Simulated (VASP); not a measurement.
Write the native input for VASP 6.6.1 that does the following.

* Task: single point
* Functional: revPBE
* Dispersion: D3(BJ)
* Potentials or basis: VASP PAW PBE potentials, release 64 (Pt, Se)
* Cutoff: 520 eV
* k mesh: 8 × 8 × 5
* Occupations: fermi-dirac, width 0.05 eV
* Spin: no spin polarisation
* Dipole correction: no
* Further INCAR settings: ALGO = Normal; EDIFF = 1e-06; NBANDS = 18

The structure of PtSe2 lies in POSCAR:

```
PtSe2
1.0
    3.6990059583      0.0000000000      0.0000000000
   -1.8495029792      3.2034331287      0.0000000000
    0.0000000000      0.0000000000      5.0280258220
Pt Se
1 2
Direct
    0.0000000000      0.0000000000      0.0000000000
    0.6666666667      0.3333333333      0.7500000000
    0.3333333333      0.6666666667      0.2500000000
```

The input as run:

INCAR

```
PREC = Accurate
ENCUT = 520
EDIFF = 1E-6
ISMEAR = -1
SIGMA = 0.05
LREAL = False
LASPH = True
NELM = 60
ALGO = Normal
ISIF = 2
LWAVE = False
LCHARG = False
GGA = RE
IVDW = 12
NBANDS = 18
```

KPOINTS

```
Automatic mesh
0
Gamma
  8 8 5
```

Potentials or basis: VASP PAW PBE potentials, release 64 (Pt, Se).

Run with:

```bash
$ cat potpaw_PBE.64/Pt/POTCAR potpaw_PBE.64/Se/POTCAR > POTCAR
$ mpirun -np 1 vasp_std > vasp.out
```

It gave:

The pressure is 4.5 GPa and the largest force is 0.965 eV/Å. The band gap on the k mesh is zero (bands 11 and 12 overlap by 0.27 eV) and the dispersion energy per atom is -0.943 eV.

Caveat: the cell stands under pressure; the PAW data sets were made with another functional, which shifts forces and pressure a little; spin-orbit coupling is left out, which moves the levels of the heavy elements.

Wall time 58 s on 1 thread of Intel Xeon 8259CL, on a shared host, peak memory 0.21 GiB.
